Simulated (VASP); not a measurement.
# PbS (C2/m) in VASP: further runs

Aim: see how the results for PbS move with the level of theory and the settings. Levels: PBE+D4, LDA. Tasks: relaxation of shape and atoms at fixed volume.

All numbers are computed with VASP 6.6.1; they aren't measurements. Logs are shortened: lines on timing, memory, paths and dates and some standing lists are left out, and cuts for length are marked.

**1. The cell of the first run**

Symmetry: C2/m, No. 12, monoclinic system. The conventional cell has a = 6.010 Å, b = 6.010 Å, c = 10.835 Å, α = 90.00°, β = 95.84°, γ = 90.00°. Pb (site symmetry m) has 5 S at 2.67 to 3.01 Å within 3.5 Å. S (site symmetry m) has 5 Pb at 2.67 to 3.01 Å within 3.5 Å.

**2. Relaxation of shape and atoms at fixed volume, PBE+D4 (48.67 Å³/atom)**

INCAR

```
SYSTEM = PbS
PREC = Accurate ; ENCUT = 500
EDIFF = 1E-7 ; ISMEAR = 0
SIGMA = 0.05 ; LREAL = .False.
LASPH = .True. ; NELM = 120
ALGO = Normal ; ISIF = 4
LWAVE = .False. ; LCHARG = .False.
GGA = PE ; IVDW = 13
IBRION = 2 ; NSW = 60
EDIFFG = -0.01 ; GGA_COMPAT = .False.
NELMIN = 4
```

KPOINTS

```
regular mesh
0
Gamma
  6 6 2
  0 0 0
```

POSCAR

```
PbS
1.0
    3.0051952443     -3.0052344785      0.0002327652
    3.0051952443      3.0052344785      0.0002327652
   -1.1029975506      0.0000000000     10.7783326885
Pb S
2 2
Direct
    0.7744096019      0.7744096019      0.6327656880
    0.2255903981      0.2255903981      0.3672343120
    0.2709898068      0.2709898068      0.6145665327
    0.7290101932      0.7290101932      0.3854334673
```

Potentials or basis: VASP PAW PBE potentials, release 64 (Pb_d, S).

Run with:

```bash
> cat potpaw_PBE.64/Pb_d/POTCAR potpaw_PBE.64/S/POTCAR > POTCAR
> mpirun -np 1 vasp_std > vasp.out
```

OUTCAR:

```text
SYSTEM = PbS
   PREC = Accurate
   ENCUT = 500
   EDIFF = 1E-7
   ISMEAR = 0
   LREAL = .False.
   LASPH = .True.
   NELM = 120
   ISIF = 4
   GGA = PE
   IVDW = 13
   IBRION = 2
   NSW = 60
   EDIFFG = -0.01
   NELMIN = 4

 ion  position               nearest neighbor table
   1  0.774  0.774  0.633-   4 2.67   3 3.01   3 3.01   3 3.01   3 3.01
   2  0.226  0.226  0.367-   3 2.67   4 3.01   4 3.01   4 3.01   4 3.01
   3  0.271  0.271  0.615-   2 2.67   1 3.01   1 3.01   1 3.01   1 3.01
   4  0.729  0.729  0.385-   1 2.67   2 3.01   2 3.01   2 3.01   2 3.01

  LATTYP: Found a base centered monoclinic cell.
 ALAT       =     6.0103905066
 B/A-ratio  =     1.0000130525
 C/A-ratio  =     1.8026487886
 COS(beta)  =    -0.1017259855

  Lattice vectors:

 A1 = (   3.0051952443,  -3.0052344785,   0.0002327652)
 A2 = (   3.0051952443,   3.0052344785,   0.0002327652)
 A3 = (  -1.1029975506,   0.0000000000,  10.7783326885)

Analysis of symmetry for initial positions (statically):
=====================================================================
 Subroutine PRICEL returns:
 Original cell was already a primitive cell.

 Routine SETGRP: Setting up the symmetry group for a
 base centered monoclinic supercell.

 Subroutine GETGRP returns: Found  4 space group operations
 (whereof  4 operations were pure point group operations)
 out of a pool of  4 trial point group operations.

The static configuration has the point symmetry C_2h.

Analysis of symmetry for dynamics (positions and initial velocities):
=====================================================================
 Subroutine PRICEL returns:
 Original cell was already a primitive cell.

 Routine SETGRP: Setting up the symmetry group for a
 base centered monoclinic supercell.

 Subroutine GETGRP returns: Found  4 space group operations
 (whereof  4 operations were pure point group operations)
 out of a pool of  4 trial point group operations.

The dynamic configuration has the point symmetry C_2h.

 Subroutine INISYM returns: Found  4 space group operations
 (whereof  4 operations are pure point group operations),
 and found     1 'primitive' translations

----------------------------------------------------------------------------------------

                                     Primitive cell

  volume of cell :     194.6866

  direct lattice vectors                    reciprocal lattice vectors
     3.005195244 -3.005234478  0.000232765     0.166377222 -0.166376369  0.017026165
     3.005195244  3.005234478  0.000232765     0.166377222  0.166376369  0.017026165
    -1.102997551  0.000000000 10.778332689    -0.000007186  0.000000000  0.092777993

  length of vectors
     4.250015621  4.250015621 10.834623166     0.235907538  0.235907538  0.092777993

  position of ions in fractional coordinates (direct lattice)
     0.774409602  0.774409602  0.632765688
     0.225590398  0.225590398  0.367234312
     0.270989807  0.270989807  0.614566533
     0.729010193  0.729010193  0.385433467

  ion indices of the primitive-cell ions
   primitive index   ion index
                 1           1
                 2           2
                 3           3
                 4           4

----------------------------------------------------------------------------------------

 KPOINTS: regular mesh

Automatic generation of k-mesh.
 Grid dimensions read from file:
 generate k-points for:    6    6    2

 Generating k-lattice:

  Cartesian coordinates                     Fractional coordinates (reciprocal lattice)
     0.027729537 -0.027729395  0.002837694     0.166666667 -0.000000000  0.000000000
     0.027729537  0.027729395  0.002837694    -0.000000000  0.166666667  0.000000000
    -0.000003593  0.000000000  0.046388996     0.000000000  0.000000000  0.500000000

  Length of vectors
     0.039317923  0.039317923  0.046388997

  Shift w.r.t. Gamma in fractional coordinates (k-lattice)
     0.000000000  0.000000000  0.000000000

 Subroutine IBZKPT returns following result:
 ===========================================

 Found     26 irreducible k-points:

 Following reciprocal coordinates:
            Coordinates               Weight
  0.000000  0.000000  0.000000      1.000000
  0.166667 -0.000000 -0.000000      4.000000
  0.333333 -0.000000 -0.000000      4.000000
  0.500000 -0.000000 -0.000000      2.000000
  0.166667  0.166667 -0.000000      2.000000
  0.333333  0.166667 -0.000000      4.000000
[... 16 lines left out ...]
  0.333333  0.333333  0.500000      2.000000
  0.500000  0.333333  0.500000      4.000000
 [... further k-points ...]
   k-points           NKPTS =     26   k-points in BZ     NKDIM =     26   number of bands    NBANDS=     24
   number of dos      NEDOS =    301   number of ions     NIONS =      4
   total plane-waves  NPLWV =  81920
   dimension x,y,z NGX =    32 NGY =   32 NGZ =   80
   dimension x,y,z NGXF=    64 NGYF=   64 NGZF=  160
   ions per type =               2   2
   NGX,Y,Z   is equivalent  to a cutoff of  12.52, 12.52, 12.28 a.u.
   NGXF,Y,Z  is equivalent  to a cutoff of  25.03, 25.03, 24.55 a.u.
 SYSTEM =  PbS
   PREC   = accura    normal or accurate (medium, high low for compatibility)
   ISTART =      0    job   : 0-new  1-cont  2-samecut
   ICHARG =      2    charge: 1-file 2-atom 10-const
   ISPIN  =      1    spin polarized calculation?
   LNONCOLLINEAR =      F non collinear calculations
   LSORBIT =      F    spin-orbit coupling
   LASPH  =      T    aspherical Exc in radial PAW
   ENCUT  =  500.0 eV  36.75 Ry    6.06 a.u.   7.75  7.75 19.75*2*pi/ulx,y,z
   NELM   =    120;   NELMIN=  4; NELMDL= -5     # of ELM steps
   EDIFF  = 0.1E-06   stopping-criterion for ELM
   LREAL  =      F    real-space projection
   EDIFFG = -.1E-01   stopping-criterion for IOM
   NSW    =     60    number of steps for IOM
   IBRION =      2    ionic relax: 0-MD 1-quasi-New 2-CG
   NFREE  =      1    steps in history (QN), initial steepest desc. (CG)
   ISIF   =      4    stress and relaxation
   ISYM   =      2    0-nonsym 1-usesym 2-fastsym
   POTIM  = 0.5000    time-step for ionic-motion
   TEBEG  =    0.0;   TEEND  =   0.0 temperature during run
   PSTRESS=    0.0 pullay stress
   NELECT =      40.0000    total number of electrons
   NUPDOWN=      -1.0000    fix difference up-down
   EMIN   =  10.00;   EMAX   =-10.00  energy-range for DOS
   EFERMI =   0.00;   METHOD = LEGACY
   ISMEAR =     0;   SIGMA  =   0.05  broadening in eV -4-tet -1-fermi 0-gaus
   EFERMI_NEDOS =   21; number of points for ismear=-14 and -15
   IALGO  =     38    algorithm
   IMIX   =      4    mixing-type and parameters
     AMIX     =   0.40;   BMIX     =  1.00
     AMIX_MAG =   1.60;   BMIX_MAG =  1.00
  volume/ion in A,a.u.               =      48.67       328.45
  Fermi-wavevector in a.u.,A,eV,Ry     =   0.966013  1.825499 12.696690  0.933180
  Thomas-Fermi vector in A             =   2.095778
   LORBIT       =      0    0 simple, 1 ext, 2 COOP (PROOUT), +10 PAW based schemes
   GGA     = PE    functional components
   LHFCALC =     F    Hartree Fock is set to
   AEXX    =    0.0000 exact exchange contribution
   IVDW    =    13    specifies the selected vdW correction
   LEPSILON=     F    determine dielectric tensor
   LRPA    =     F    only Hartree local field effects (RPA)
 conjugate gradient relaxation of ions
 non-spin polarized calculation
 Gauss-broadening in eV      SIGMA  =   0.05
  energy-cutoff  :      500.00
  volume of cell :      194.69
 maximum number of plane-waves:      4969
   NGX = 15   NGY = 15   NGZ = 39

--------------------------------------- Ionic step        1  -------------------------------------------

 number of electron      39.9999995 magnetization

 Free energy of the ion-electron system (eV)
  ---------------------------------------------------
  ext. energy  EPLUGINS =         0.00000000
  ---------------------------------------------------
  free energy    TOTEN  =       -17.29986165 eV

  energy without entropy =      -17.29986165  energy(sigma->0) =      -17.29986165

------------------------ aborting loop because EDIFF is reached ----------------------------------------

  DFT-D4 for vdW energy calculation

  Edisp (eV):   -1.09729

  FORCE on cell =-STRESS in cart. coord.  units (eV):
  Direction    XX          YY          ZZ          XY          YZ          ZX
  --------------------------------------------------------------------------------------
  -------------------------------------------------------------------------------------
  Total       0.93878     0.93795     0.44243     0.00000     0.00000     0.00028
  in kB       7.72571     7.71891     3.64096     0.00000     0.00000     0.00234
  external pressure =        6.36 kB  Pullay stress =        0.00 kB
[... 103 lines left out ...]
  FREE ENERGIE OF THE ION-ELECTRON SYSTEM (eV)
  ---------------------------------------------------
  free  energy   TOTEN  =       -18.4046970905 eV

  energy  without entropy=      -18.4046970905  energy(sigma->0) =      -18.40469709

[... ionic steps 4 to 11 ...]

--------------------------------------- Ionic step       12  -------------------------------------------

 number of electron      39.9999985 magnetization

------------------------ aborting loop because EDIFF is reached ----------------------------------------

  DFT-D4 for vdW energy calculation

  Edisp (eV):   -1.10792
[... 73 lines left out ...]
  energy  without entropy=      -18.4058362170  energy(sigma->0) =      -18.40583622

--------------------------------------- Ionic step       14  -------------------------------------------

 number of electron      39.9999986 magnetization

 Free energy of the ion-electron system (eV)
  ---------------------------------------------------
  ext. energy  EPLUGINS =         0.00000000
  ---------------------------------------------------
  free energy    TOTEN  =       -17.29791244 eV

  energy without entropy =      -17.29791244  energy(sigma->0) =      -17.29791244

 E-fermi :   0.6369     XC(G=0):  -6.1444

 val. band max:        0.4040887023   @ k =   0.3333  -0.0000   0.5000
 cond. band min:       2.4441511836   @ k =   0.0000   0.0000   0.5000
 fundamental gap:      2.0400624813
 Fermi energy:         0.6368547359

 k-point     1 :       0.0000    0.0000    0.0000
  band No.  band energies     occupation
      1     -15.6933      2.00000
      2     -15.6151      2.00000
      3     -15.6000      2.00000
      4     -15.5851      2.00000
      5     -15.5772      2.00000
      6     -15.5673      2.00000
[... 637 lines left out ...]
     23       5.1899      0.00000
     24       5.2052      0.00000

 [... further k-points ...]

------------------------ aborting loop because EDIFF is reached ----------------------------------------

  DFT-D4 for vdW energy calculation

  Edisp (eV):   -1.10795

  FORCE on cell =-STRESS in cart. coord.  units (eV):
  Direction    XX          YY          ZZ          XY          YZ          ZX
  --------------------------------------------------------------------------------------
  -------------------------------------------------------------------------------------
  Total      -0.16829    -0.16717    -0.16453     0.00000     0.00000    -0.00000
  in kB      -1.38493    -1.37573    -1.35401     0.00000     0.00000    -0.00003
  external pressure =       -1.37 kB  Pullay stress =        0.00 kB
[... 19 lines left out ...]
  FREE ENERGIE OF THE ION-ELECTRON SYSTEM (eV)
  ---------------------------------------------------
  free  energy   TOTEN  =       -18.4058668903 eV

  energy  without entropy=      -18.4058668903  energy(sigma->0) =      -18.40586689

 reached required accuracy - stopping structural energy minimisation
```

It took 22 min on 1 thread of Oxide Virtual Turin-like, shared host; peak memory 0.3 GiB.

Results:

* Free energy: -18.4059 eV
* Energy gained by relaxing: 2.2 meV/atom
* Ionic steps: 14
* Pressure after relaxing: -0.1 GPa
* Band gap on the k mesh: 2.04 eV (least direct gap 2.10 eV)
* Dispersion energy per atom: -0.277 eV

Forces in eV/Å, atoms in the order of the input:
```
Pb   0.000  0.000  0.001
Pb   0.000  0.000 -0.001
S    0.000  0.000  0.002
S    0.000  0.000 -0.002
```

The path:
| step | energy change (eV) | largest force (eV/Å) | pressure (GPa) | volume (Å³) |
| --- | --- | --- | --- | --- |
| 1 | 0.0000 | 0.1458 | 0.64 | 194.69 |
| 2 | -0.0041 | 0.1185 | 0.47 | 194.69 |
| 3 | -0.0075 | 0.0667 | 0.05 | 194.69 |
| 4 | -0.0077 | 0.0648 | -0.08 | 194.69 |
| 5 | -0.0082 | 0.0353 | -0.17 | 194.69 |
| 6 | -0.0083 | 0.0203 | -0.15 | 194.69 |
| 7 | -0.0083 | 0.0190 | -0.15 | 194.69 |
| 8 | -0.0084 | 0.0167 | -0.14 | 194.69 |
| 9 | -0.0085 | 0.0126 | -0.10 | 194.69 |
| 10 | -0.0086 | 0.0166 | -0.03 | 194.69 |
| 11 | -0.0086 | 0.0097 | -0.06 | 194.69 |
| 12 | -0.0087 | 0.0117 | -0.10 | 194.69 |
| 13 | -0.0087 | 0.0119 | -0.11 | 194.69 |
| 14 | -0.0087 | 0.0023 | -0.14 | 194.69 |

Final structure:
```cif
data_structure
_symmetry_space_group_name_H-M 'P 1'
_symmetry_Int_Tables_number 1
_cell_length_a 4.2756
_cell_length_b 4.2756
_cell_length_c 10.7075
_cell_angle_alpha 94.198
_cell_angle_beta 94.198
_cell_angle_gamma 89.999
_cell_volume 194.69
loop_
_atom_site_label
_atom_site_type_symbol
_atom_site_fract_x
_atom_site_fract_y
_atom_site_fract_z
_atom_site_occupancy
Pb1 Pb 0.77467 0.77467 0.63421 1
Pb2 Pb 0.22533 0.22533 0.36579 1
S1 S 0.27150 0.27150 0.61732 1
S2 S 0.72850 0.72850 0.38268 1
```

Caveat: the relaxation moved the vacuum too, so the length across it says nothing of the material; spin-orbit coupling is left out, which moves the levels of the heavy elements. A k mesh can miss the band edges.

(Part 1 of 2 ends here.)
